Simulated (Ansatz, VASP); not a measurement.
## One calculation of Cl, two programs

Contents of INCAR:

```
ALGO = Normal
EDIFF = 1E-6
ENCUT = 520
ISIF = 2
ISMEAR = -1
LASPH = T
LCHARG = F
LREAL = F
LWAVE = F
NBANDS = 14
NELM = 80
PREC = Accurate
SIGMA = 0.08
```

KPOINTS

```
k-points
0
Gamma
  11 11 11
```

Contents of POSCAR:

```
Cl
1.0
    0.0000000000      2.7467577535      2.7467577535
    2.7467577535      0.0000000000      2.7467577535
    2.7467577535      2.7467577535      0.0000000000
Cl
2
Direct
   -0.1250000000     -0.1250000000     -0.1250000000
    0.1250000000      0.1250000000      0.1250000000
```

Input for Ansatz:

```yaml
crystal:
  lattice:
    - [0.0, 2.7467577535, 2.7467577535]
    - [2.7467577535, 0.0, 2.7467577535]
    - [2.7467577535, 2.7467577535, 0.0]
  atoms:
    - { symbol: Cl, position: [-0.125, -0.125, -0.125] }
    - { symbol: Cl, position: [0.125, 0.125, 0.125] }
kpoints:
  mp_grid: { grid: [11, 11, 11] }
  band_path:
    path:
      - [0.0, 0.0, 0.0]
      - [0.5, 0.0, 0.5]
      - [0.625, 0.25, 0.625]
      - [0.375, 0.375, 0.75]
      - [0.0, 0.0, 0.0]
      - [0.5, 0.5, 0.5]
      - [0.5, 0.25, 0.75]
      - [0.5, 0.0, 0.5]
    npoints: 8
scf:
  occupations: { method: fermi_dirac, width: 0.08 }
hamiltonian:
  xc: lda
  pseudopotentials: { kind: all_electron, lapw: { basis_error: 0.001 } }
output:
  forces: true
  stress: true
  eigenvalues: true
  populations: true
  dos: { projected: true, de: 0.2, e_range: [-14, 8] }
```

Change from the starting cell: volume scaled by 0.7, LAPW.

Alike in both runs: task single point; functional LDA; k mesh 11 × 11 × 11; occupations fermi-dirac, width 0.08 eV; no spin polarisation.

|  | VASP | Ansatz |
| --- | --- | --- |
| version | VASP 6.6.1 | Ansatz 0.2.0 |
| potentials or method | VASP PAW LDA potentials, release 64 (Cl), cutoff 520 eV | all-electron LAPW, scalar-relativistic |

|  | VASP | Ansatz | Ansatz less VASP |
| --- | --- | --- | --- |
| pressure (GPa) | 20.3 | 20.3 | +0.03 |

LDA's correlation is that of Perdew and Zunger in VASP and of Perdew and Wang (1992) in Ansatz. Ansatz ran all-electron here, and VASP with PAW potentials.
